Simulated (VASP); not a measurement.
A run of VASP 6.6.1 is set up as follows.

INCAR

```
ALGO = Fast
EDIFF = 1E-7
ENCUT = 520
GGA = PS
ISIF = 2
ISMEAR = 0
LASPH = True
LCHARG = False
LREAL = False
LWAVE = False
NBANDS = 21
NELM = 100
PREC = Accurate
SIGMA = 0.15
```

KPOINTS

```
k-points
0
Gamma
  24 24 14
```

Contents of POSCAR:

```
Ru
1.0
    2.6895239996      0.0000000000      0.0000000000
   -1.3447619998      2.3291961077      0.0000000000
    0.0000000000      0.0000000000      4.2519209508
Ru
2
Direct
    0.3333333333      0.6666666667      0.2147218277
    0.6666666667      0.3333333333      0.7852781723
```

Potentials or basis: VASP PAW PBE potentials, release 64 (Ru_pv).

Command:

```console
$ cat potpaw_PBE.64/Ru_pv/POTCAR > POTCAR
$ mpirun -np 1 vasp_std > vasp.out
```

**Question.** What does it give for the largest force?

**Answer.** 5.017 eV/Å.

**Question.** Estimate the pressure.

**Answer.** 18.7 GPa.

Stress tensor (GPa, compression positive):
```
10.81  0.00  0.00
 0.00 10.81  0.00
 0.00  0.00 34.59
```

Caveat: the cell differs from its parent crystal (atoms displaced along a vibrational mode); the cell stands under pressure; the PAW data sets were made with another functional, which shifts forces and pressure a little.
